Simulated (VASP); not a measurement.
# RbZn15O16 (a cell with a defect) (zincite) in VASP: electric field gradients with PBE

Aim: the electric field gradients of RbZn15O16 (a cell with a defect) (zincite) with PBE.

All numbers are computed with VASP 6.6.1; they aren't measurements. Logs are shortened: lines on timing, memory, paths and dates and some standing lists are left out, and cuts for length are marked.

### 1 The cell of the first run

The cell holds a defect, 32 atoms: a = 6.499 Å, b = 6.499 Å, c = 10.411 Å, α = 90.00°, β = 90.00°, γ = 120.00°.

### 2 Electric field gradients, PBE

Input file INCAR:

```
PREC = Accurate
ENCUT = 520
EDIFF = 1E-8
ISMEAR = -1
SIGMA = 0.01
LREAL = Auto
LASPH = T
NELM = 100
ALGO = Normal
ISIF = 2
LWAVE = F
LCHARG = F
GGA = PE
LEFG = T
NELECT = 286.0
NBANDS = 164
```

Input file KPOINTS:

```
regular mesh
0
Gamma
  3 3 2
```

Input file POSCAR:

```
RbZn15O16
1.0
    6.4986160000      0.0000000000      0.0000000000
   -3.2493080000      5.6279665454      0.0000000000
    0.0000000000      0.0000000000     10.4114180000
Rb Zn O
1 15 16
Direct
    0.1666666666      0.3333333334      0.2500000000
    0.1666666666      0.3333333334      0.7500000000
    0.1666666666      0.8333333334      0.2500000000
    0.1666666666      0.8333333334      0.7500000000
    0.6666666666      0.3333333334      0.2500000000
    0.6666666666      0.3333333334      0.7500000000
    0.6666666666      0.8333333334      0.2500000000
    0.6666666666      0.8333333334      0.7500000000
    0.3333333334      0.1666666666      0.0000000000
    0.3333333334      0.1666666666      0.5000000000
    0.3333333334      0.6666666666      0.0000000000
    0.3333333334      0.6666666666      0.5000000000
    0.8333333334      0.1666666666      0.0000000000
    0.8333333334      0.1666666666      0.5000000000
    0.8333333334      0.6666666666      0.0000000000
    0.8333333334      0.6666666666      0.5000000000
    0.3333333334      0.1666666666      0.1895050000
    0.3333333334      0.1666666666      0.6895050000
    0.3333333334      0.6666666666      0.1895050000
    0.3333333334      0.6666666666      0.6895050000
    0.8333333334      0.1666666666      0.1895050000
    0.8333333334      0.1666666666      0.6895050000
    0.8333333334      0.6666666666      0.1895050000
    0.8333333334      0.6666666666      0.6895050000
    0.1666666666      0.3333333334      0.4395050000
    0.1666666666      0.3333333334      0.9395050000
    0.1666666666      0.8333333334      0.4395050000
    0.1666666666      0.8333333334      0.9395050000
    0.6666666666      0.3333333334      0.4395050000
    0.6666666666      0.3333333334      0.9395050000
    0.6666666666      0.8333333334      0.4395050000
    0.6666666666      0.8333333334      0.9395050000
```

Potentials or basis: VASP PAW PBE potentials, release 64 (Rb_sv, Zn, O).

The run is started by

```bash
$ cat potpaw_PBE.64/Rb_sv/POTCAR potpaw_PBE.64/Zn/POTCAR potpaw_PBE.64/O/POTCAR > POTCAR
$ mpirun -np 1 vasp_std > vasp.out
```

OUTCAR:

```text
PREC = Accurate
   ENCUT = 520
   EDIFF = 1E-8
   ISMEAR = -1
   LREAL = Auto
   LASPH = T
   NELM = 100
   ISIF = 2
   GGA = PE
   NELECT = 286.0

 ion  position               nearest neighbor table
   1  0.167  0.333  0.250-  25 1.97  19 1.98  21 1.98  17 1.98  11 3.21  12 3.21  13 3.21  14 3.21
                             9 3.21  10 3.21  26 3.23   7 3.25   3 3.25   3 3.25   7 3.25   5 3.25
   2  0.167  0.333  0.750-  26 1.97  20 1.98  22 1.98  18 1.98
   3  0.167  0.833  0.250-  27 1.97  17 1.98  23 1.98  19 1.98   1 3.25   1 3.25
   4  0.167  0.833  0.750-  28 1.97  18 1.98  24 1.98  20 1.98
   5  0.667  0.333  0.250-  29 1.97  23 1.98  17 1.98  21 1.98   1 3.25   1 3.25
   6  0.667  0.333  0.750-  30 1.97  24 1.98  18 1.98  22 1.98
   7  0.667  0.833  0.250-  31 1.97  21 1.98  19 1.98  23 1.98   1 3.25   1 3.25
   8  0.667  0.833  0.750-  32 1.97  22 1.98  20 1.98  24 1.98
   9  0.333  0.167  0.000-  17 1.97  28 1.98  30 1.98  26 1.98   1 3.21
  10  0.333  0.167  0.500-  18 1.97  27 1.98  29 1.98  25 1.98   1 3.21
  11  0.333  0.667  0.000-  19 1.97  26 1.98  32 1.98  28 1.98   1 3.21
  12  0.333  0.667  0.500-  20 1.97  25 1.98  31 1.98  27 1.98   1 3.21
  13  0.833  0.167  0.000-  21 1.97  32 1.98  26 1.98  30 1.98   1 3.21
  14  0.833  0.167  0.500-  22 1.97  31 1.98  25 1.98  29 1.98   1 3.21
  15  0.833  0.667  0.000-  23 1.97  30 1.98  28 1.98  32 1.98
  16  0.833  0.667  0.500-  24 1.97  29 1.98  27 1.98  31 1.98
  17  0.333  0.167  0.190-   9 1.97   3 1.98   5 1.98   1 1.98
  18  0.333  0.167  0.690-  10 1.97   4 1.98   6 1.98   2 1.98
  19  0.333  0.667  0.190-  11 1.97   1 1.98   7 1.98   3 1.98
  20  0.333  0.667  0.690-  12 1.97   2 1.98   8 1.98   4 1.98
  21  0.833  0.167  0.190-  13 1.97   7 1.98   1 1.98   5 1.98
  22  0.833  0.167  0.690-  14 1.97   8 1.98   2 1.98   6 1.98
  23  0.833  0.667  0.190-  15 1.97   5 1.98   3 1.98   7 1.98   1 3.80   1 3.80   1 3.80
  24  0.833  0.667  0.690-  16 1.97   6 1.98   4 1.98   8 1.98
  25  0.167  0.333  0.440-   1 1.97  12 1.98  14 1.98  10 1.98
  26  0.167  0.333  0.940-   2 1.97  11 1.98  13 1.98   9 1.98   1 3.23
  27  0.167  0.833  0.440-   3 1.97  10 1.98  16 1.98  12 1.98   1 3.80   1 3.80
  28  0.167  0.833  0.940-   4 1.97   9 1.98  15 1.98  11 1.98
  29  0.667  0.333  0.440-   5 1.97  16 1.98  10 1.98  14 1.98   1 3.80   1 3.80
  30  0.667  0.333  0.940-   6 1.97  15 1.98   9 1.98  13 1.98
  31  0.667  0.833  0.440-   7 1.97  14 1.98  12 1.98  16 1.98   1 3.80   1 3.80
  32  0.667  0.833  0.940-   8 1.97  13 1.98  11 1.98  15 1.98

  LATTYP: Found a hexagonal cell.
[... 1186 lines left out ...]
  -------------------------------------------------------------------------------------
  Total       44.1391955     44.1391955     47.8127283      0.0000000     -0.0000000      0.0000000
  in kB      185.7174576    185.7174576    201.1739963      0.0000000     -0.0000000      0.0000000
  external PRESSURE =     190.8696372 kB  Pullay stress =       0.0000000 kB

 VOLUME and BASIS-vectors are now :
 -----------------------------------------------------------------------------
  energy-cutoff  :      520.00
  volume of cell :      380.79
      direct lattice vectors                 reciprocal lattice vectors
     6.498616000  0.000000000  0.000000000     0.153878918  0.088842035  0.000000000
    -3.249308000  5.627966545  0.000000000     0.000000000  0.177684070  0.000000000
     0.000000000  0.000000000 10.411418000     0.000000000  0.000000000  0.096048396

 POSITION                                       TOTAL-FORCE (eV/Angst)
 -----------------------------------------------------------------------------------
     -0.00000      1.87599      2.60285         0.000000     -0.000000     -0.579010
     -0.00000      1.87599      7.80856         0.000000     -0.000000     -0.172057
     -1.62465      4.68997      2.60285         0.576572      0.332884     -0.616320
     -1.62465      4.68997      7.80856         0.042452      0.024510      0.032482
      3.24931      1.87599      2.60285         0.000000     -0.665769     -0.616320
      3.24931      1.87599      7.80856         0.000000     -0.049020      0.032482
[... 24 lines left out ...]
      1.62465      4.68997      4.57587         0.068045     -0.039286      0.310899
      1.62465      4.68997      9.78158         0.149691     -0.086424     -0.318785
 -----------------------------------------------------------------------------------
    total drift:                               -0.000004      0.000002     -0.119318

  FREE ENERGIE OF THE ION-ELECTRON SYSTEM (eV)
  ---------------------------------------------------
  free  energy   TOTEN  =      -130.4398043828 eV

  energy  without entropy=     -130.4373819219  energy(sigma->0) =     -130.43859315

 Electric field gradients (V/A^2)
---------------------------------------------------------------------
 ion       V_xx      V_yy      V_zz      V_xy      V_xz      V_yz
---------------------------------------------------------------------
   1      11.079    11.078   -22.157    -0.001    -0.000     0.000
   2       1.253     1.252    -2.504    -0.001    -0.000     0.000
   3      -3.709    -3.460     7.169    -0.214     7.037     4.063
   4       1.024     0.576    -1.600     0.386     0.586     0.338
   5      -3.337    -3.832     7.169     0.001    -0.000    -8.125
   6       0.354     1.246    -1.600    -0.001    -0.000    -0.677
[... 24 lines left out ...]
  31       3.593     0.988    -4.581    -2.257    -1.701     0.982
  32       1.438     1.940    -3.377     0.435     3.838    -2.216
---------------------------------------------------------------------

 Electric field gradients after diagonalization (V/A^2)
 (convention: |V_zz| > |V_xx| > |V_yy|)
----------------------------------------------------------------------
 ion       V_xx      V_yy      V_zz     asymmetry (V_yy - V_xx)/ V_zz
----------------------------------------------------------------------
   1      11.080    11.077   -22.157       0.000
   2       1.253     1.251    -2.504       0.001
   3      -8.144    -3.337    11.480       0.419
   4       1.399     0.354    -1.753       0.596
   5      -8.144    -3.337    11.480       0.419
   6       1.399     0.354    -1.753       0.596
[... 24 lines left out ...]
  31      -4.972    -0.315     5.287       0.881
  32       3.889     2.191    -6.080       0.279
----------------------------------------------------------------------

           NMR quadrupolar parameters

 Cq : quadrupolar parameter    Cq=e*Q*V_zz/h
 eta: asymmetry parameters     (V_yy - V_xx)/ V_zz
 Q  : nuclear electric quadrupole moment in mb (millibarn)
----------------------------------------------------------------------
 ion       Cq(MHz)       eta       Q (mb)
----------------------------------------------------------------------
   1      -0.054       0.000       1.000
   2      -0.006       0.001       1.000
   3       0.028       0.419       1.000
   4      -0.004       0.596       1.000
   5       0.028       0.419       1.000
   6      -0.004       0.596       1.000
[... 24 lines left out ...]
  31       0.013       0.881       1.000
  32      -0.015       0.279       1.000
----------------------------------------------------------------------
```

OSZICAR:

```text
N       E                     dE             d eps       ncg     rms          rms(c)
DAV:   1     0.417050349561E+04    0.41705E+04   -0.12686E+05  1968   0.251E+03
[... 18 lines left out ...]
DAV:  20    -0.130439804603E+03    0.88672E-05   -0.30010E-05  2832   0.205E-02    0.924E-03
DAV:  21    -0.130439804331E+03    0.27137E-06   -0.11553E-05  2912   0.155E-02    0.402E-03
DAV:  22    -0.130439804400E+03   -0.68540E-07   -0.14016E-06  2408   0.606E-03    0.305E-03
DAV:  23    -0.130439804504E+03   -0.10438E-06   -0.40364E-07  2512   0.379E-03    0.274E-03
DAV:  24    -0.130439804478E+03    0.25699E-07   -0.16563E-07  2632   0.299E-03    0.258E-03
DAV:  25    -0.130439804381E+03    0.97229E-07   -0.31189E-07  2712   0.267E-03    0.109E-03
DAV:  26    -0.130439804383E+03   -0.16662E-08   -0.87418E-08  2096   0.130E-03
   1 F= -.13043980E+03 E0= -.13043859E+03  d E =-.242246E-02
```

stdout:

```text
POSCAR found type information on POSCAR RbZnO
 POSCAR found :  3 types and      32 ions
 scaLAPACK will be used
 LDA part: xc-table for (Slater+PW92), standard interpolation
 POSCAR, INCAR and KPOINTS ok, starting setup
 FFT: planning ... GRIDC
 FFT: planning ... GRID_SOFT
 FFT: planning ... GRID
 WAVECAR not read
 entering main loop
 the old and the new charge density differ
 old charge density:   285.00000 new  286.00002
    0.622E+01
ion   1

ion   2

ion   3
     0.0000468    -0.0695690     0.1641008     0.2739357     0.2842309    -0.0401657
     0.0000645    -0.0695690     0.1641008     0.2739357     0.2842309    -0.0401657
     0.0000888    -0.0695690     0.1641008     0.2739357     0.2842309    -0.0401657
     0.0001223    -0.0695690     0.1641008     0.2739357     0.2842309    -0.0401657

     0.0000468     0.0894611    -3.6399365    -5.5947376    -6.3045549     0.0516504
     0.0000645     0.0894544    -3.6398633    -5.5946197    -6.3044282     0.0516465
     0.0000888     0.0894414    -3.6397426    -5.5944253    -6.3042191     0.0516391
     0.0001223     0.0894170    -3.6395444    -5.5941065    -6.3038758     0.0516250
[... 116 lines left out ...]
ion  21
     0.0000293    11.1680673     3.8602997    -6.9477756     6.6862353     6.4478866
     0.0000403    11.1680672     3.8602997    -6.9477756     6.6862352     6.4478866
     0.0000555    11.1680670     3.8602997    -6.9477755     6.6862352     6.4478865
     0.0000765    11.1680668     3.8602996    -6.9477753     6.6862350     6.4478863

     0.0000293    34.6119851    12.0518247   -21.2827112    20.8743727    19.9832389
     0.0000403    34.6119792    12.0518226   -21.2827076    20.8743691    19.9832355
     0.0000555    34.6119690    12.0518191   -21
```

It took 23 min on 1 thread of Intel Xeon Platinum 8259CL at 2.50GHz (Skylake/Cascade Lake), shared host; peak memory 0.59 GiB.

What came out:

- Free energy: -130.4398 eV
- Largest force: 8.907 eV/Å

Forces in eV/Å, atoms in the order of the input:
```
Rb   0.000  0.000 -0.579
Zn   0.000  0.000 -0.172
Zn   0.577  0.333 -0.616
Zn   0.042  0.025  0.032
Zn   0.000 -0.666 -0.616
Zn   0.000 -0.049  0.032
Zn  -0.577  0.333 -0.616
Zn  -0.042  0.025  0.032
Zn   0.191 -0.110  0.612
Zn  -0.373  0.215 -0.210
Zn   0.000  0.221  0.612
Zn   0.000 -0.431 -0.210
Zn  -0.191 -0.110  0.612
Zn   0.373  0.215 -0.210
Zn   0.000  0.000  0.109
Zn   0.000  0.000 -0.223
O    6.794 -3.923 -2.735
O    0.126 -0.073  0.272
O    0.000  7.845 -2.735
O    0.000  0.145  0.272
O   -6.794 -3.923 -2.735
O   -0.126 -0.073  0.272
O    0.000  0.000  0.103
O    0.000  0.000  0.056
O    0.000  0.000  8.907
O    0.000  0.000 -0.243
O   -0.068 -0.039  0.311
O   -0.150 -0.086 -0.319
O    0.000  0.079  0.311
O    0.000  0.173 -0.319
O    0.068 -0.039  0.311
O    0.150 -0.086 -0.319
```

Levels at points of the mesh, in eV from the Fermi level:
| k point | band 141 | band 142 | band 143 | band 144 | band 145 | band 146 |
| --- | --- | --- | --- | --- | --- | --- |
| (0.00, 0.00, 0.00) | -1.00 | -0.51 | -0.51 | -0.47 | 1.78 | 2.02 |
| (0.00, 0.00, 0.50) | -0.86 | -0.51 | -0.51 | 0.21 | 0.61 | 2.92 |

Electric field gradients, principal values (V/Å²):
```tsv
atom	least	middle	greatest (by size)
1 Rb	11.077	11.080	-22.157
2 Zn	1.251	1.253	-2.504
3 Zn	-3.337	-8.144	11.480
4 Zn	0.354	1.399	-1.753
5 Zn	-3.337	-8.144	11.480
6 Zn	0.354	1.399	-1.753
7 Zn	-3.342	-8.141	11.483
8 Zn	0.352	1.400	-1.753
9 Zn	4.145	5.057	-9.202
10 Zn	2.921	5.845	-8.766
11 Zn	4.143	5.059	-9.202
12 Zn	2.923	5.845	-8.768
13 Zn	4.143	5.059	-9.202
14 Zn	2.923	5.845	-8.768
15 Zn	0.386	0.388	-0.774
16 Zn	-1.687	-1.690	3.377
17 O	28.428	32.541	-60.969
18 O	2.145	4.892	-7.037
19 O	28.435	32.540	-60.975
20 O	2.140	4.899	-7.039
21 O	28.435	32.540	-60.975
22 O	2.140	4.899	-7.039
23 O	-3.357	-3.366	6.722
24 O	1.607	1.616	-3.223
25 O	25.291	25.299	-50.589
26 O	1.971	1.979	-3.950
27 O	-0.309	-4.972	5.281
28 O	2.197	3.885	-6.082
29 O	-0.309	-4.972	5.281
30 O	2.197	3.885	-6.082
31 O	-0.315	-4.972	5.287
32 O	2.191	3.889	-6.080
```

Caveat: the k points lie up to 0.37 Å⁻¹ apart; the cell carries a net charge on a neutralising background, which shifts energy and pressure; the cell is charged against a uniform background, so pressure and absolute levels hang on convention; without QUAD_EFG the Cq values of the log hold for a quadrupole moment of 1 mb, not for the nuclei.
